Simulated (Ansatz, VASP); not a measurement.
## One calculation of NaCl, two programs

Contents of POSCAR:

```
NaCl
1.0
    3.4595458397      0.0000000000      0.0000000000
    0.0000000000      3.4595458397      0.0000000000
    0.0000000000      0.0000000000      3.4595458397
Na Cl
1 1
Direct
    0.0000000000      0.0000000000      0.0000000000
    0.5000000000      0.5000000000      0.5000000000
```

The input INCAR.step1:

```
PREC     = Accurate       # precision mode
ENCUT    = 520            # plane-wave cutoff, eV
ISMEAR   = 1              # smearing method
SIGMA    = 0.05           # smearing width, eV
LREAL    = False          # projectors in reciprocal space
LASPH    = True           # aspherical terms in the spheres
NELM     = 80             # most SCF steps
NBANDS   = 14             # bands
GGA      = PE             # functional
ALGO     = Normal         # electronic algorithm
EDIFF    = 1E-4           # SCF threshold, eV
LWAVE    = True           # write WAVECAR
LCHARG   = False          # write CHGCAR
```

Contents of INCAR.step2:

```
PREC     = Accurate       # precision mode
ENCUT    = 520            # plane-wave cutoff, eV
EDIFF    = 1E-6           # SCF threshold, eV
ISMEAR   = 1              # smearing method
SIGMA    = 0.05           # smearing width, eV
LREAL    = False          # projectors in reciprocal space
LASPH    = True           # aspherical terms in the spheres
NELM     = 80             # most SCF steps
ALGO     = Normal         # electronic algorithm
ISIF     = 2              # what is computed and relaxed
LWAVE    = False          # write WAVECAR
LCHARG   = True           # write CHGCAR
METAGGA  = R2SCAN         # meta-GGA
LMIXTAU  = True         
LELF     = True           # ELF
LVHAR    = True         
NBANDS   = 14             # bands
ISTART   = 1
```

File KPOINTS:

```
regular mesh
0
Gamma
  6 6 6
```

Input for Ansatz:

```yaml
crystal:
  lattice:
    - [3.4595458397, 0.0, 0.0]
    - [0.0, 3.4595458397, 0.0]
    - [0.0, 0.0, 3.4595458397]
  atoms:
    - { symbol: Na, position: [0.0, 0.0, 0.0] }
    - { symbol: Cl, position: [0.5, 0.5, 0.5] }
kpoints:
  mp_grid: { grid: [6, 6, 6] }
hamiltonian:
  xc: r2scan
scf:
  occupations: { method: methfessel_paxton, width: 0.05 }
  n_extra_bands: 4
output:
  forces: true
  stress: true
  eigenvalues: true
```

Alike in both runs: task single point; functional r2SCAN; k mesh 6 × 6 × 6; occupations methfessel-paxton of order 1, width 0.05 eV; no spin polarisation.

```csv
,VASP,Ansatz
version,VASP 6.6.1,Ansatz 0.2.0
potentials or method,"VASP PAW PBE potentials, release 64 (Na_pv, Cl)",plane waves
plane-wave cutoff (eV),520,500
valence electrons in the cell,14,16
```

|  | VASP | Ansatz | Ansatz less VASP |
| --- | --- | --- | --- |
| gap on the k mesh at the Fermi level (eV) | 4.95 | 4.92 | -0.034 |
| pressure (GPa) | -0.3 | 0.0 | +0.30 |

VASP's potentials were made for PBE, not for r2SCAN. VASP's potentials hold 14 valence electrons a cell and Ansatz's 16, so a difference there can come from the potentials and not from the codes.
